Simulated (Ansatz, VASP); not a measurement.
Two plane-wave programs on ZnCd2Se3

```
Zn Cd Se
1.0
     4.08106    0.00000    0.00000
    -2.04053    3.53430    0.00000
     0.00000    0.00000   10.01067
Zn Cd Se
1 2 3
Direct
  0.00000 0.00000 0.00000
  0.33333 0.66667 0.66169
  0.66667 0.33333 0.33831
  0.00000 0.00000 0.50000
  0.33333 0.66667 0.17698
  0.66667 0.33333 0.82302
```

Change from the starting cell: species swapped into the K3BrCl2 type (P-3m1, No. 164).

Alike in both runs: task relaxation of cell and atoms; functional PBE; k mesh 6 × 6 × 2; occupations gaussian, width 0.1 eV; no spin polarisation.

|  | VASP | Ansatz |
| --- | --- | --- |
| version | VASP 6.6.1 | Ansatz 0.2.0 |
| potentials or method | VASP PAW PBE potentials, release 64 (Zn, Cd, Se), cutoff 600 eV | scalar-relativistic, plane waves, PAW |
| valence electrons in the cell | 54 | 100 |

```tsv
	VASP	Ansatz	Ansatz less VASP
gap on the k mesh at the Fermi level, each at its own relaxed structure (eV)	none	none	-
relaxed volume (Å³/atom)	22.24	22.17	-0.069
relaxed length of the cell vector where the two differ most in proportion (Å)	3.971	3.965	-0.0065
```

A gap of «none» marks a metal or a gap that the smearing closes. VASP's potentials hold 54 valence electrons a cell and Ansatz's 100, so a difference there can come from the potentials and not from the codes.
